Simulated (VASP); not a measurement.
# Ge (I4_1/amd) in VASP: a series of runs

The runs below take Ge through single point, with PBEsol.

Everything below comes from runs of VASP 6.6.1. Logs are shortened: lines on timing, memory, paths and dates and some standing lists are left out, and cuts for length are marked.

## 1. The cell of the first run

It takes space group I4_1/amd (No. 141, tetragonal). The conventional cell has a = 5.126 Å, b = 5.126 Å, c = 2.793 Å, α = 90.00°, β = 90.00°, γ = 90.00°. Within 3.5 Å of Ge (site symmetry -4m2) lie 10 Ge at 2.66 to 3.31 Å.

## 2. Single point, PBEsol

Contents of INCAR:

```
PREC = Accurate
ENCUT = 520
EDIFF = 1E-6
ISMEAR = 0
SIGMA = 0.15
LREAL = False
LASPH = True
NELM = 100
ALGO = Normal
ISIF = 2
LWAVE = False
LCHARG = True
GGA = PS
LELF = True
LVHAR = True
NBANDS = 21
```

Contents of KPOINTS:

```
regular mesh
0
Gamma
  14 14 14
```

Contents of POSCAR:

```
Ge
1.0
   -2.5630127540      2.5630127540      1.3966622733
    2.5630127540     -2.5630127540      1.3966622733
    2.5630127540      2.5630127540     -1.3966622733
Ge
2
Direct
    0.2500000000      0.7500000000      0.5000000000
    0.5000000000      0.5000000000      0.0000000000
```

Potentials or basis: VASP PAW PBE potentials, release 64 (Ge_d).

Started as:

```console
$ cat potpaw_PBE.64/Ge_d/POTCAR > POTCAR
$ mpirun -np 1 vasp_std > vasp.out
```

OUTCAR:

```text
PREC = Accurate
   ENCUT = 520
   EDIFF = 1E-6
   ISMEAR = 0
   LREAL = False
   LASPH = True
   NELM = 100
   ISIF = 2
   GGA = PS

 ion  position               nearest neighbor table
   1  0.250  0.750  0.500-   2 2.66   2 2.66   2 2.66   2 2.66
   2  0.500  0.500  0.000-   1 2.66   1 2.66   1 2.66   1 2.66

  LATTYP: Found a body centered tetragonal cell.
 ALAT       =     5.1260255080
 C/A-ratio  =     0.5449298959

  Lattice vectors:

 A1 = (  -2.5630127540,   2.5630127540,   1.3966622733)
 A2 = (   2.5630127540,  -2.5630127540,   1.3966622733)
 A3 = (   2.5630127540,   2.5630127540,  -1.3966622733)

Analysis of symmetry for initial positions (statically):
=====================================================================
 Subroutine PRICEL returns:
 Original cell was already a primitive cell.

 Routine SETGRP: Setting up the symmetry group for a
 body centered tetragonal supercell.

 Subroutine GETGRP returns: Found 16 space group operations
 (whereof  8 operations were pure point group operations)
 out of a pool of 16 trial point group operations.

The static configuration has the point symmetry D_2d.
 The point group associated with its full space group is D_4h.

Analysis of symmetry for dynamics (positions and initial velocities):
=====================================================================
 Subroutine PRICEL returns:
 Original cell was already a primitive cell.

 Routine SETGRP: Setting up the symmetry group for a
 body centered tetragonal supercell.

 Subroutine GETGRP returns: Found 16 space group operations
 (whereof  8 operations were pure point group operations)
 out of a pool of 16 trial point group operations.

The dynamic configuration has the point symmetry D_2d.
 The point group associated with its full space group is D_4h.

 Subroutine INISYM returns: Found 16 space group operations
 (whereof  8 operations are pure point group operations),
 and found     1 'primitive' translations

----------------------------------------------------------------------------------------

                                     Primitive cell

  volume of cell :      36.6989

  direct lattice vectors                    reciprocal lattice vectors
    -2.563012754  2.563012754  1.396662273     0.000000000  0.195082915  0.357996353
     2.563012754 -2.563012754  1.396662273     0.195082915  0.000000000  0.357996353
     2.563012754  2.563012754 -1.396662273     0.195082915  0.195082915  0.000000000

  length of vectors
     3.884421998  3.884421998  3.884421998     0.407699316  0.407699316  0.275888905

  position of ions in fractional coordinates (direct lattice)
     0.250000000  0.750000000  0.500000000
     0.500000000  0.500000000  0.000000000

  ion indices of the primitive-cell ions
   primitive index   ion index
                 1           1
                 2           2

----------------------------------------------------------------------------------------

 KPOINTS: regular mesh

Automatic generation of k-mesh.
 Grid dimensions read from file:
 generate k-points for:   14   14   14

 Generating k-lattice:

  Cartesian coordinates                     Fractional coordinates (reciprocal lattice)
     0.000000000  0.013934494  0.025571168     0.071428571  0.000000000  0.000000000
     0.013934494  0.000000000  0.025571168     0.000000000  0.071428571  0.000000000
     0.013934494  0.013934494  0.000000000     0.000000000  0.000000000  0.071428571

  Length of vectors
     0.029121380  0.029121380  0.019706350

  Shift w.r.t. Gamma in fractional coordinates (k-lattice)
     0.000000000  0.000000000  0.000000000

 Subroutine IBZKPT returns following result:
 ===========================================

 Found    244 irreducible k-points:

 Following reciprocal coordinates:
            Coordinates               Weight
  0.000000  0.000000  0.000000      1.000000
  0.071429 -0.000000  0.000000      8.000000
  0.142857  0.000000  0.000000      8.000000
  0.214286 -0.000000  0.000000      8.000000
  0.285714  0.000000  0.000000      8.000000
  0.357143  0.000000  0.000000      8.000000
[... 16 lines left out ...]
  0.214286  0.142857  0.000000     16.000000
  0.285714  0.142857  0.000000     16.000000
 [... further k-points ...]
   k-points           NKPTS =    244   k-points in BZ     NKDIM =    244   number of bands    NBANDS=     21
   number of dos      NEDOS =    301   number of ions     NIONS =      2
   total plane-waves  NPLWV =  27000
   dimension x,y,z NGX =    30 NGY =   30 NGZ =   30
   dimension x,y,z NGXF=    60 NGYF=   60 NGZF=   60
   ions per type =               2
   NGX,Y,Z   is equivalent  to a cutoff of  12.84, 12.84, 12.84 a.u.
   NGXF,Y,Z  is equivalent  to a cutoff of  25.68, 25.68, 25.68 a.u.
 SYSTEM =  unknown system
   PREC   = accura    normal or accurate (medium, high low for compatibility)
   ISTART =      0    job   : 0-new  1-cont  2-samecut
   ICHARG =      2    charge: 1-file 2-atom 10-const
   ISPIN  =      1    spin polarized calculation?
   LNONCOLLINEAR =      F non collinear calculations
   LSORBIT =      F    spin-orbit coupling
   LASPH  =      T    aspherical Exc in radial PAW
   ENCUT  =  520.0 eV  38.22 Ry    6.18 a.u.   7.22  7.22  7.22*2*pi/ulx,y,z
   NELM   =    100;   NELMIN=  2; NELMDL= -5     # of ELM steps
   EDIFF  = 0.1E-05   stopping-criterion for ELM
   LREAL  =      F    real-space projection
[... 7 lines left out ...]
   TEBEG  =    0.0;   TEEND  =   0.0 temperature during run
   PSTRESS=    0.0 pullay stress
   NELECT =      28.0000    total number of electrons
   NUPDOWN=      -1.0000    fix difference up-down
   EMIN   =  10.00;   EMAX   =-10.00  energy-range for DOS
   EFERMI =   0.00;   METHOD = LEGACY
   ISMEAR =     0;   SIGMA  =   0.15  broadening in eV -4-tet -1-fermi 0-gaus
   EFERMI_NEDOS =   21; number of points for ismear=-14 and -15
   IALGO  =     38    algorithm
   IMIX   =      4    mixing-type and parameters
     AMIX     =   0.40;   BMIX     =  1.00
     AMIX_MAG =   1.60;   BMIX_MAG =  1.00
  volume/ion in A,a.u.               =      18.35       123.83
  Fermi-wavevector in a.u.,A,eV,Ry     =   1.495925  2.826889 30.447010  2.237792
  Thomas-Fermi vector in A             =   2.608007
   LORBIT       =      0    0 simple, 1 ext, 2 COOP (PROOUT), +10 PAW based schemes
   GGA     = PS    functional components
   LHFCALC =     F    Hartree Fock is set to
   AEXX    =    0.0000 exact exchange contribution
   IVDW    =     0    specifies the selected vdW correction
   LEPSILON=     F    determine dielectric tensor
   LRPA    =     F    only Hartree local field effects (RPA)
 non-spin polarized calculation
 Gauss-broadening in eV      SIGMA  =   0.15
  energy-cutoff  :      520.00
  volume of cell :       36.70
 maximum number of plane-waves:      1013
 NGX is ok and might be reduce to    30
   NGX = 15   NGY = 15   NGZ = 15

 number of electron      28.0000021 magnetization

 Free energy of the ion-electron system (eV)
  ---------------------------------------------------
  ext. energy  EPLUGINS =         0.00000000
  ---------------------------------------------------
  free energy    TOTEN  =        -9.53673565 eV

  energy without entropy =       -9.52644225  energy(sigma->0) =       -9.53158895

 E-fermi :   6.7409     XC(G=0): -11.5176

 val. band max:        6.7341334292   @ k =  -0.1429   0.5000   0.1429
 cond. band min:       6.7442533072   @ k =   0.3571   0.2143   0.0000
 fundamental gap:      0.0101198781
 Fermi energy:         6.7408920174

 k-point     1 :       0.0000    0.0000    0.0000
  band No.  band energies     occupation
      1     -17.9201      2.00000
      2     -17.8699      2.00000
      3     -17.8423      2.00000
      4     -17.8368      2.00000
      5     -17.7305      2.00000
      6     -17.7305      2.00000
[... 13 lines left out ...]
     20      18.4218      0.00000
     21      19.3797      0.00000

 k-point     2 :       0.0714   -0.0000    0.0000
  band No.  band energies     occupation
      1     -17.9180      2.00000
      2     -17.8629      2.00000
      3     -17.8396      2.00000
      4     -17.8284      2.00000
      5     -17.7364      2.00000
      6     -17.7356      2.00000
[... 13 lines left out ...]
     20      18.4352      0.00000
     21      19.3469      0.00000

 k-point     3 :       0.1429    0.0000    0.0000
  band No.  band energies     occupation
      1     -17.9117      2.00000
      2     -17.8444      2.00000
      3     -17.8318      2.00000
      4     -17.8072      2.00000
      5     -17.7489      2.00000
      6     -17.7425      2.00000
[... 13 lines left out ...]
     20      17.2997      0.00000
     21      17.8374      0.00000

 k-point     4 :       0.2143   -0.0000    0.0000
  band No.  band energies     occupation
      1     -17.9018      2.00000
      2     -17.8220      2.00000
      3     -17.8209      2.00000
      4     -17.7876      2.00000
      5     -17.7640      2.00000
      6     -17.7405      2.00000
[... 13 lines left out ...]
     20      16.0804      0.00000
     21      17.4551      0.00000

 k-point     5 :       0.2857    0.0000    0.0000
  band No.  band energies     occupation
      1     -17.8911      2.00000
      2     -17.8114      2.00000
      3     -17.8075      2.00000
      4     -17.7875      2.00000
      5     -17.7761      2.00000
      6     -17.7455      2.00000
[... 13 lines left out ...]
     20      15.2039      0.00000
     21      17.9244      0.00000
[... 382 lines left out ...]
     20      18.8303      0.00000
     21      19.3351      0.00000

 k-point    22 :       0.1429    0.1429    0.0000
  band No.  band energies     occupation
      1     -17.8980      2.00000
      2     -17.8149      2.00000
      3     -17.8073      2.00000
      4     -17.7763      2.00000
      5     -17.7632      2.00000
      6     -17.7565      2.00000
[... 13 lines left out ...]
     20      15.7231      0.00000
     21      16.3905      0.00000

 k-point    23 :       0.2143    0.1429    0.0000
  band No.  band energies     occupation
      1     -17.8905      2.00000
      2     -17.8140      2.00000
      3     -17.8046      2.00000
      4     -17.7775      2.00000
      5     -17.7738      2.00000
      6     -17.7632      2.00000
[... 13 lines left out ...]
     20      15.4535      0.00000
     21      16.8367      0.00000

 k-point    24 :       0.2857    0.1429    0.0000
  band No.  band energies     occupation
      1     -17.8849      2.00000
      2     -17.8223      2.00000
      3     -17.7974      2.00000
      4     -17.7925      2.00000
      5     -17.7702      2.00000
      6     -17.7662      2.00000
[... 13 lines left out ...]
     20      16.2737      0.00000
     21      17.8228      0.00000

 [... further k-points ...]
[... 5 lines left out ...]
  --------------------------------------------------------------------------------------
  -------------------------------------------------------------------------------------
  Total       -0.1315914     -0.1315914      0.2169029      0.0000000     -0.0000000      0.0000000
  in kB       -5.7449359     -5.7449359      9.4694139      0.0000000     -0.0000000      0.0000000
  external PRESSURE =      -0.6734860 kB  Pullay stress =       0.0000000 kB

 VOLUME and BASIS-vectors are now :
 -----------------------------------------------------------------------------
  energy-cutoff  :      520.00
  volume of cell :       36.70
      direct lattice vectors                 reciprocal lattice vectors
    -2.563012754  2.563012754  1.396662273     0.000000000  0.195082915  0.357996353
     2.563012754 -2.563012754  1.396662273     0.195082915  0.000000000  0.357996353
     2.563012754  2.563012754 -1.396662273     0.195082915  0.195082915  0.000000000

 POSITION                                       TOTAL-FORCE (eV/Angst)
 -----------------------------------------------------------------------------------
      2.56301      0.00000      0.69833        -0.000000      0.000000      0.000000
      0.00000      0.00000      1.39666         0.000000     -0.000000     -0.000000
 -----------------------------------------------------------------------------------
    total drift:                                0.000000     -0.000000      0.000000

  FREE ENERGIE OF THE ION-ELECTRON SYSTEM (eV)
  ---------------------------------------------------
  free  energy   TOTEN  =        -9.5367356530 eV

  energy  without entropy=       -9.5264422453  energy(sigma->0) =       -9.53158895
```

Wall time 2.5 min (1 thread of Intel Xeon Platinum 8488C (Sapphire Rapids), shared host); peak memory 0.27 GiB.

What came out:

- Free energy: -9.5367 eV
- Pressure: -0.1 GPa
- Band gap on the k mesh: zero (band 14 reaches 8.56 eV, above the bottom of band 15 at 3.51 eV)

Caveat: the PAW data sets were made with another functional, which shifts forces and pressure a little.

## 3. Single point, PBEsol (volume scaled by 1.10, then relaxed in part)

Contents of INCAR:

```
PREC = Accurate ; ENCUT = 520
EDIFF = 1E-7 ; ISMEAR = 0
SIGMA = 0.1 ; LREAL = False
LASPH = True ; NELM = 60
ALGO = Normal ; ISIF = 2
LWAVE = False ; LCHARG = True
GGA = PS ; LELF = True
LVHAR = True ; NBANDS = 21
```

Contents of KPOINTS:

```
regular mesh
0
Gamma
  16 16 16
```

Contents of POSCAR:

```
Ge
1.0
   -2.6413839046      2.6413839046      1.4465137546
    2.6413839046     -2.6413839046      1.4465137546
    2.6413839046      2.6413839046     -1.4465137546
Ge
2
Direct
    0.2500000000      0.7500000000      0.5000000000
    0.5000000000      0.5000000000      0.0000000000
```

Potentials or basis: VASP PAW PBE potentials, release 64 (Ge_d).

Started as:

```console
$ cat potpaw_PBE.64/Ge_d/POTCAR > POTCAR
$ mpirun -np 1 vasp_std > vasp.out
```

It took 3.5 min on 1 thread of Intel Xeon Platinum 8488C (Sapphire Rapids), shared host; peak memory 0.34 GiB.

The run converged. Its results:

```
Free energy            : -9.4668 eV
Pressure               : -6.1 GPa
Band gap on the k mesh : zero (band 14 reaches 7.55 eV, above the bottom of band 15 at 2.74 eV)
```

Stress tensor (GPa, compression positive):
```
-6.19  0.00  0.00
 0.00 -6.19  0.00
 0.00  0.00 -6.07
```

Levels at points of the mesh, in eV from the Fermi level:
```csv
k point,band 11,band 12,band 13,band 14,band 15,band 16,band 17,band 18
"(0.00, 0.00, 0.00)",-12.62,-4.27,-2.08,-2.08,3.44,7.08,7.08,7.33
"(0.50, 0.00, 0.00)",-7.93,-6.14,-2.72,-1.79,-1.25,2.54,3.27,5.06
"(0.50, 0.50, 0.00)",-10.06,-10.06,0.66,0.66,1.76,1.76,6.83,6.83
"(0.50, 0.50, 0.50)",-8.60,-8.60,-5.39,-5.39,5.59,5.59,10.13,10.13
```

Caveat: the PAW data sets were made with another functional, which shifts forces and pressure a little.
